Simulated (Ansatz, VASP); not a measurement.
**CaO: VASP beside Ansatz**

```
Ca O
1.0
     2.95658   -1.70761    0.05766
     2.95658    1.70761    0.05766
    -2.07807    0.00000    5.53741
Ca O
2 2
Direct
  0.37501 0.87498 0.62500
  0.87498 0.37501 0.12500
  0.12499 0.62502 0.87500
  0.62502 0.12499 0.37500
```

Alike in both runs: functional PBE; k mesh 6 × 6 × 4; occupations gaussian, width 0.1 eV; no spin polarisation.

Ansatz relaxed the structure, and its values are those at the end. VASP's run is a single point on that final structure, the one shown.

```csv
,VASP,Ansatz
version,VASP 6.6.1,Ansatz 0.2.0
potentials or method,"VASP PAW PBE potentials, release 64 (Ca_sv, O), cutoff 520 eV","scalar-relativistic, plane waves, PAW"
valence electrons in the cell,32,32
```

|  | VASP | Ansatz | Ansatz less VASP |
| --- | --- | --- | --- |
| gap on the k mesh at the Fermi level (eV) | 3.64 | 3.66 | +0.018 |
| least direct gap on the mesh (eV) | 4.02 | 4.03 | +0.017 |
| pressure (GPa) | 0.7 | 0.1 | -0.56 |

The functional is the same, so the differences come from potentials, cutoffs and numerics.
